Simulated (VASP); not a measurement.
# Au (Fm-3m) in VASP: a series of runs

The runs below take Au through single point, with PBEsol.

Everything below comes from runs of VASP 6.6.1. Logs are shortened: lines on timing, memory, paths and dates and some standing lists are left out, and cuts for length are marked.

### Step 1. The cell of the first run

Symmetry: Fm-3m, No. 225, cubic system. The conventional cell has a = 3.964 Å, b = 3.964 Å, c = 3.964 Å, α = 90.00°, β = 90.00°, γ = 90.00°. Au (site symmetry m-3m) has 12 Au at 2.80 Å within 3.7 Å.

### Step 2. Single point, PBEsol

INCAR

```
SYSTEM = Au
  PREC = Accurate
  ENCUT = 520
  EDIFF = 1E-6
  ISMEAR = -1
  SIGMA = 0.05
  LREAL = .False.
  LASPH = .True.
  NELM = 80
  ALGO = Normal
  ISIF = 2
  LWAVE = .False.
  LCHARG = .False.
  GGA = PS
  NBANDS = 12
```

KPOINTS

```
regular mesh
0
Gamma
  11 11 11
  0 0 0
```

POSCAR

```
Au
1.0
    0.0000000000      1.9818154868      1.9818154868
    1.9818154868      0.0000000000      1.9818154868
    1.9818154868      1.9818154868      0.0000000000
Au
1
Direct
    0.0000000000      0.0000000000      0.0000000000
```

Potentials or basis: VASP PAW PBE potentials, release 64 (Au).

Command:

```
$ cat potpaw_PBE.64/Au/POTCAR > POTCAR
$ mpirun -np 1 vasp_std > vasp.out
```

OUTCAR:

```text
SYSTEM = Au
   PREC = Accurate
   ENCUT = 520
   EDIFF = 1E-6
   ISMEAR = -1
   LREAL = .False.
   LASPH = .True.
   NELM = 80
   ISIF = 2
   GGA = PS

 ion  position               nearest neighbor table
   1  0.000  0.000  0.000-

  LATTYP: Found a face centered cubic cell.
 ALAT       =     3.9636309736

  Lattice vectors:

 A1 = (   0.0000000000,   1.9818154868,   1.9818154868)
 A2 = (   1.9818154868,   0.0000000000,   1.9818154868)
 A3 = (   1.9818154868,   1.9818154868,   0.0000000000)

Analysis of symmetry for initial positions (statically):
=====================================================================
 Subroutine PRICEL returns:
 Original cell was already a primitive cell.

 Routine SETGRP: Setting up the symmetry group for a
 face centered cubic supercell.

 Subroutine GETGRP returns: Found 48 space group operations
[... 9 lines left out ...]

 Routine SETGRP: Setting up the symmetry group for a
 face centered cubic supercell.

 Subroutine GETGRP returns: Found 48 space group operations
[... 11 lines left out ...]
                                     Primitive cell

  volume of cell :      15.5675

  direct lattice vectors                    reciprocal lattice vectors
     0.000000000  1.981815487  1.981815487    -0.252293921  0.252293921  0.252293921
     1.981815487  0.000000000  1.981815487     0.252293921 -0.252293921  0.252293921
     1.981815487  1.981815487  0.000000000     0.252293921  0.252293921 -0.252293921

  length of vectors
     2.802710340  2.802710340  2.802710340     0.436985890  0.436985890  0.436985890

  position of ions in fractional coordinates (direct lattice)
     0.000000000  0.000000000  0.000000000

  ion indices of the primitive-cell ions
   primitive index   ion index
                 1           1

----------------------------------------------------------------------------------------

 KPOINTS: regular mesh

Automatic generation of k-mesh.
 Grid dimensions read from file:
 generate k-points for:   11   11   11

 Generating k-lattice:

  Cartesian coordinates                     Fractional coordinates (reciprocal lattice)
    -0.022935811  0.022935811  0.022935811     0.090909091  0.000000000  0.000000000
     0.022935811 -0.022935811  0.022935811     0.000000000  0.090909091  0.000000000
     0.022935811  0.022935811 -0.022935811     0.000000000  0.000000000  0.090909091

  Length of vectors
     0.039725990  0.039725990  0.039725990

  Shift w.r.t. Gamma in fractional coordinates (k-lattice)
     0.000000000  0.000000000  0.000000000

 Subroutine IBZKPT returns following result:
 ===========================================

 Found     56 irreducible k-points:

 Following reciprocal coordinates:
            Coordinates               Weight
  0.000000  0.000000  0.000000      1.000000
  0.090909  0.000000  0.000000      8.000000
  0.181818  0.000000  0.000000      8.000000
  0.272727  0.000000  0.000000      8.000000
  0.363636  0.000000  0.000000      8.000000
  0.454545  0.000000  0.000000      8.000000
[... 16 lines left out ...]
 -0.272727  0.181818  0.000000     24.000000
 -0.181818  0.181818  0.000000     12.000000
 [... further k-points ...]
   k-points           NKPTS =     56   k-points in BZ     NKDIM =     56   number of bands    NBANDS=     12
   number of dos      NEDOS =    301   number of ions     NIONS =      1
   total plane-waves  NPLWV =  13824
   dimension x,y,z NGX =    24 NGY =   24 NGZ =   24
   dimension x,y,z NGXF=    48 NGYF=   48 NGZF=   48
   ions per type =               1
   NGX,Y,Z   is equivalent  to a cutoff of  14.24, 14.24, 14.24 a.u.
   NGXF,Y,Z  is equivalent  to a cutoff of  28.47, 28.47, 28.47 a.u.
 SYSTEM =  Au
   PREC   = accura    normal or accurate (medium, high low for compatibility)
   ISTART =      0    job   : 0-new  1-cont  2-samecut
   ICHARG =      2    charge: 1-file 2-atom 10-const
   ISPIN  =      1    spin polarized calculation?
   LNONCOLLINEAR =      F non collinear calculations
   LSORBIT =      F    spin-orbit coupling
   LASPH  =      T    aspherical Exc in radial PAW
   ENCUT  =  520.0 eV  38.22 Ry    6.18 a.u.   5.21  5.21  5.21*2*pi/ulx,y,z
   NELM   =     80;   NELMIN=  2; NELMDL= -5     # of ELM steps
   EDIFF  = 0.1E-05   stopping-criterion for ELM
   LREAL  =      F    real-space projection
   EDIFFG = 0.1E-04   stopping-criterion for IOM
   NSW    =      0    number of steps for IOM
   IBRION =     -1    ionic relax: 0-MD 1-quasi-New 2-CG
   NFREE  =      0    steps in history (QN), initial steepest desc. (CG)
   ISIF   =      2    stress and relaxation
   ISYM   =      2    0-nonsym 1-usesym 2-fastsym
   POTIM  = 0.5000    time-step for ionic-motion
   TEBEG  =    0.0;   TEEND  =   0.0 temperature during run
   PSTRESS=    0.0 pullay stress
   NELECT =      11.0000    total number of electrons
   NUPDOWN=      -1.0000    fix difference up-down
   EMIN   =  10.00;   EMAX   =-10.00  energy-range for DOS
[... 5 lines left out ...]
     AMIX     =   0.40;   BMIX     =  1.00
     AMIX_MAG =   1.60;   BMIX_MAG =  1.00
  volume/ion in A,a.u.               =      15.57       105.05
  Fermi-wavevector in a.u.,A,eV,Ry     =   1.458140  2.755485 28.928323  2.126172
  Thomas-Fermi vector in A             =   2.574859
   LORBIT       =      0    0 simple, 1 ext, 2 COOP (PROOUT), +10 PAW based schemes
   GGA     = PS    functional components
   LHFCALC =     F    Hartree Fock is set to
   AEXX    =    0.0000 exact exchange contribution
   IVDW    =     0    specifies the selected vdW correction
   LEPSILON=     F    determine dielectric tensor
   LRPA    =     F    only Hartree local field effects (RPA)
 non-spin polarized calculation
  energy-cutoff  :      520.00
  volume of cell :       15.57
 maximum number of plane-waves:       431
 NGX is ok and might be reduce to    24
   NGX = 11   NGY = 11   NGZ = 11

 number of electron      11.0000001 magnetization

 Free energy of the ion-electron system (eV)
  ---------------------------------------------------
  ext. energy  EPLUGINS =         0.00000000
  ---------------------------------------------------
  free energy    TOTEN  =        -3.85288500 eV

  energy without entropy =       -3.85016779  energy(sigma->0) =       -3.85152640

 E-fermi :  10.8142     XC(G=0): -13.4258

 val. band max:       10.7576925303   @ k =   0.4545   0.2727   0.0000
 cond. band min:      10.8555653978   @ k =  -0.4545   0.0909   0.0000
 fundamental gap:      0.0978728676
 Fermi energy:        10.8141987256

 k-point     1 :       0.0000    0.0000    0.0000
  band No.  band energies     occupation
      1      -0.0564      2.00000
      2       5.6681      2.00000
      3       5.6681      2.00000
      4       5.6681      2.00000
      5       7.4591      2.00000
      6       7.4591      2.00000
      7      25.2038      0.00000
      8      29.7207      0.00000
      9      29.7207      0.00000
     10      29.7207      0.00000
     11      34.8913      0.00000
     12      40.6623      0.00000

 k-point     2 :       0.0909    0.0000    0.0000
  band No.  band energies     occupation
      1       0.2544      2.00000
      2       5.5584      2.00000
      3       5.7778      2.00000
      4       5.7778      2.00000
      5       7.4089      2.00000
      6       7.4089      2.00000
      7      25.6061      0.00000
      8      28.0942      0.00000
      9      30.1395      0.00000
     10      30.1395      0.00000
     11      36.0601      0.00000
     12      38.2971      0.00000

 k-point     3 :       0.1818    0.0000    0.0000
  band No.  band energies     occupation
      1       1.1033      2.00000
      2       5.3747      2.00000
      3       5.9763      2.00000
      4       5.9763      2.00000
      5       7.4060      2.00000
      6       7.4060      2.00000
      7      25.0678      0.00000
      8      26.5278      0.00000
      9      31.2279      0.00000
     10      31.2279      0.00000
     11      33.8505      0.00000
     12      36.2312      0.00000

 k-point     4 :       0.2727    0.0000    0.0000
  band No.  band energies     occupation
      1       2.1085      2.00000
      2       5.6110      2.00000
      3       5.9603      2.00000
      4       5.9603      2.00000
      5       7.7645      2.00000
      6       7.7645      2.00000
      7      21.7092      0.00000
      8      26.3375      0.00000
      9      31.7364      0.00000
     10      31.7364      0.00000
     11      33.5260      0.00000
     12      34.5309      0.00000

 k-point     5 :       0.3636    0.0000    0.0000
  band No.  band energies     occupation
      1       2.5956      2.00000
      2       5.7756      2.00000
      3       5.7756      2.00000
      4       6.9638      2.00000
      5       8.3652      2.00000
      6       8.3652      2.00000
      7      18.0843      0.00000
      8      25.3677      0.00000
      9      30.0417      0.00000
     10      30.0417      0.00000
     11      35.7015      0.00000
     12      35.7547      0.00000
[... 228 lines left out ...]
      1       3.4530      2.00000
      2       5.0825      2.00000
      3       6.3426      2.00000
      4       6.4380      2.00000
      5       8.8043      2.00000
      6      12.7046      0.00000
      7      14.3829      0.00000
      8      24.1569      0.00000
      9      26.9667      0.00000
     10      27.0415      0.00000
     11      37.1169      0.00000
     12      37.2958      0.00000

 k-point    22 :      -0.3636    0.1818    0.0000
  band No.  band energies     occupation
      1       3.5480      2.00000
      2       5.1863      2.00000
      3       6.2532      2.00000
      4       6.3192      2.00000
      5       8.2258      2.00000
      6      11.4267      0.00001
      7      16.4592      0.00000
      8      23.6079      0.00000
      9      26.8957      0.00000
     10      28.7364      0.00000
     11      35.1174      0.00000
     12      37.3092      0.00000

 k-point    23 :      -0.2727    0.1818    0.0000
  band No.  band energies     occupation
      1       3.4982      2.00000
      2       5.2020      2.00000
      3       5.6074      2.00000
      4       6.4496      2.00000
      5       7.4327      2.00000
      6       9.9827      2.00000
      7      19.8280      0.00000
      8      23.8205      0.00000
      9      27.5216      0.00000
     10      31.3094      0.00000
     11      32.4695      0.00000
     12      37.4055      0.00000

 k-point    24 :      -0.1818    0.1818    0.0000
  band No.  band energies     occupation
      1       2.7221      2.00000
      2       4.9371      2.00000
      3       5.8763      2.00000
      4       6.6801      2.00000
      5       6.7262      2.00000
      6       8.8384      2.00000
      7      22.7722      0.00000
      8      24.9866      0.00000
      9      28.9135      0.00000
     10      30.3339      0.00000
     11      33.8392      0.00000
     12      36.7486      0.00000

 [... further k-points ...]

------------------------ aborting loop because EDIFF is reached ----------------------------------------

  FORCE on cell =-STRESS in cart. coord.  units (eV):
  Direction    XX          YY          ZZ          XY          YZ          ZX
  --------------------------------------------------------------------------------------
  -------------------------------------------------------------------------------------
  Total        1.9093783      1.9093783      1.9093783      0.0000000      0.0000000     -0.0000000
  in kB      196.5092092    196.5092092    196.5092092      0.0000000      0.0000000     -0.0000000
  external PRESSURE =     196.5092092 kB  Pullay stress =       0.0000000 kB

 VOLUME and BASIS-vectors are now :
 -----------------------------------------------------------------------------
  energy-cutoff  :      520.00
  volume of cell :       15.57
      direct lattice vectors                 reciprocal lattice vectors
     0.000000000  1.981815487  1.981815487    -0.252293921  0.252293921  0.252293921
     1.981815487  0.000000000  1.981815487     0.252293921 -0.252293921  0.252293921
     1.981815487  1.981815487  0.000000000     0.252293921  0.252293921 -0.252293921

 POSITION                                       TOTAL-FORCE (eV/Angst)
 -----------------------------------------------------------------------------------
      0.00000      0.00000      0.00000         0.000000      0.000000      0.000000
 -----------------------------------------------------------------------------------
    total drift:                               -0.000000      0.000000     -0.000000

  FREE ENERGIE OF THE ION-ELECTRON SYSTEM (eV)
  ---------------------------------------------------
  free  energy   TOTEN  =        -3.8528850033 eV

  energy  without entropy=       -3.8501677901  energy(sigma->0) =       -3.85152640
```

It took 9.7 s on 1 thread of Intel Xeon Platinum 8375C at 2.90GHz (Ice Lake), shared host; peak memory 0.14 GiB.

What came out:

- Free energy: -3.8529 eV
- Pressure: 19.7 GPa

Caveat: the PAW data sets were made with another functional, which shifts forces and pressure a little; spin-orbit coupling is left out, which moves the levels of the heavy elements.

### Step 3. Single point, PBEsol

This run uses another cell than the first one, of 15.06 Å³/atom, 0.968 times its volume.

INCAR

```
PREC = Accurate ; ENCUT = 520
EDIFF = 1E-6 ; ISMEAR = -1
SIGMA = 0.05 ; LREAL = False
LASPH = True ; NELM = 60
ALGO = Normal ; ISIF = 2
LWAVE = False ; LCHARG = False
GGA = PS ; NBANDS = 12
```

KPOINTS

```
regular mesh
0
Gamma
  11 11 11
```

POSCAR

```
Au
1.0
    0.0000000000      1.9602385698      1.9602385698
    1.9602385698      0.0000000000      1.9602385698
    1.9602385698      1.9602385698      0.0000000000
Au
1
Direct
    0.0000000000      0.0000000000      0.0000000000
```

Potentials or basis: VASP PAW PBE potentials, release 64 (Au).

Command:

```
$ cat potpaw_PBE.64/Au/POTCAR > POTCAR
$ mpirun -np 1 vasp_std > vasp.out
```

OUTCAR:

```text
PREC = Accurate
   ENCUT = 520
   EDIFF = 1E-6
   ISMEAR = -1
   LREAL = False
   LASPH = True
   NELM = 60
   ISIF = 2
   GGA = PS

 ion  position               nearest neighbor table
   1  0.000  0.000  0.000-

  LATTYP: Found a face centered cubic cell.
 ALAT       =     3.9204771396

  Lattice vectors:

 A1 = (   0.0000000000,   1.9602385698,   1.9602385698)
 A2 = (   1.9602385698,   0.0000000000,   1.9602385698)
 A3 = (   1.9602385698,   1.9602385698,   0.0000000000)

Analysis of symmetry for initial positions (statically):
=====================================================================
 Subroutine PRICEL returns:
 Original cell was already a primitive cell.

 Routine SETGRP: Setting up the symmetry group for a
 face centered cubic supercell.

 Subroutine GETGRP returns: Found 48 space group operations
[... 9 lines left out ...]

 Routine SETGRP: Setting up the symmetry group for a
 face centered cubic supercell.

 Subroutine GETGRP returns: Found 48 space group operations
[... 11 lines left out ...]
                                     Primitive cell

  volume of cell :      15.0646

  direct lattice vectors                    reciprocal lattice vectors
     0.000000000  1.960238570  1.960238570    -0.255070994  0.255070994  0.255070994
     1.960238570  0.000000000  1.960238570     0.255070994 -0.255070994  0.255070994
     1.960238570  1.960238570  0.000000000     0.255070994  0.255070994 -0.255070994

  length of vectors
     2.772195971  2.772195971  2.772195971     0.441795921  0.441795921  0.441795921

  position of ions in fractional coordinates (direct lattice)
     0.000000000  0.000000000  0.000000000

  ion indices of the primitive-cell ions
   primitive index   ion index
                 1           1

----------------------------------------------------------------------------------------

 KPOINTS: regular mesh

Automatic generation of k-mesh.
[... 89 lines left out ...]
  Thomas-Fermi vector in A             =   2.588992
   LORBIT       =      0    0 simple, 1 ext, 2 COOP (PROOUT), +10 PAW based schemes
   GGA     = PS    functional components
   LHFCALC =     F    Hartree Fock is set to
   AEXX    =    0.0000 exact exchange contribution
   IVDW    =     0    specifies the selected vdW correction
   LEPSILON=     F    determine dielectric tensor
   LRPA    =     F    only Hartree local field effects (RPA)
 non-spin polarized calculation
  energy-cutoff  :      520.00
  volume of cell :       15.06
 maximum number of plane-waves:       416
 NGX is ok and might be reduce to    24
   NGX = 11   NGY = 11   NGZ = 11

 number of electron      10.9999999 magnetization

 Free energy of the ion-electron system (eV)
  ---------------------------------------------------
  ext. energy  EPLUGINS =         0.00000000
  ---------------------------------------------------
  free energy    TOTEN  =        -3.77551480 eV

  energy without entropy =       -3.77232216  energy(sigma->0) =       -3.77391848

 E-fermi :  11.4131     XC(G=0): -13.6253

 val. band max:       11.3900416089   @ k =   0.4545   0.2727   0.0000
 cond. band min:      11.4341196682   @ k =  -0.4545   0.0909   0.0000
 fundamental gap:      0.0440780593
 Fermi energy:        11.4130547733

 k-point     1 :       0.0000    0.0000    0.0000
  band No.  band energies     occupation
      1       0.1757      2.00000
      2       6.0771      2.00000
      3       6.0771      2.00000
      4       6.0771      2.00000
      5       7.9731      2.00000
      6       7.9731      2.00000
      7      25.7371      0.00000
      8      30.4466      0.00000
      9      30.4466      0.00000
     10      30.4466      0.00000
     11      35.7346      0.00000
     12      41.9586      0.00000
[... 331 lines left out ...]
 k-point    24 :      -0.1818    0.1818    0.0000
  band No.  band energies     occupation
      1       3.0309      2.00000
      2       5.3004      2.00000
      3       6.2891      2.00000
      4       7.1429      2.00000
      5       7.1898      2.00000
      6       9.4249      2.00000
      7      23.5943      0.00000
      8      25.9139      0.00000
      9      29.6753      0.00000
     10      31.0476      0.00000
     11      34.8719      0.00000
     12      37.9188      0.00000

 [... further k-points ...]

------------------------ aborting loop because EDIFF is reached ----------------------------------------

  FORCE on cell =-STRESS in cart. coord.  units (eV):
  Direction    XX          YY          ZZ          XY          YZ          ZX
  --------------------------------------------------------------------------------------
  -------------------------------------------------------------------------------------
  Total        2.7884195      2.7884195      2.7884195      0.0000000      0.0000000     -0.0000000
  in kB      296.5595427    296.5595427    296.5595427      0.0000000      0.0000000     -0.0000000
  external PRESSURE =     296.5595427 kB  Pullay stress =       0.0000000 kB

 VOLUME and BASIS-vectors are now :
 -----------------------------------------------------------------------------
  energy-cutoff  :      520.00
  volume of cell :       15.06
      direct lattice vectors                 reciprocal lattice vectors
     0.000000000  1.960238570  1.960238570    -0.255070994  0.255070994  0.255070994
     1.960238570  0.000000000  1.960238570     0.255070994 -0.255070994  0.255070994
     1.960238570  1.960238570  0.000000000     0.255070994  0.255070994 -0.255070994

 POSITION                                       TOTAL-FORCE (eV/Angst)
 -----------------------------------------------------------------------------------
      0.00000      0.00000      0.00000        -0.000000      0.000000      0.000000
 -----------------------------------------------------------------------------------
    total drift:                               -0.000000     -0.000000     -0.000000

  FREE ENERGIE OF THE ION-ELECTRON SYSTEM (eV)
  ---------------------------------------------------
  free  energy   TOTEN  =        -3.7755148022 eV

  energy  without entropy=       -3.7723221586  energy(sigma->0) =       -3.77391848
```

Wall time 11 s (1 thread of Intel Xeon Platinum 8375C at 2.90GHz (Ice Lake), shared host); peak memory 0.14 GiB.

What came out:

| Item | Value |
| --- | --- |
| Free energy | -3.7755 eV |
| Pressure | 29.7 GPa |

Levels at points of the mesh, in eV from the Fermi level:
```csv
k point,band 2,band 3,band 4,band 5,band 6,band 7,band 8,band 9,band 10,band 11
"(0.00, 0.00, 0.00)",-5.34,-5.34,-5.34,-3.44,-3.44,14.32,19.03,19.03,19.03,24.32
```

Caveat: the PAW data sets were made with another functional, which shifts forces and pressure a little; spin-orbit coupling is left out, which moves the levels of the heavy elements.
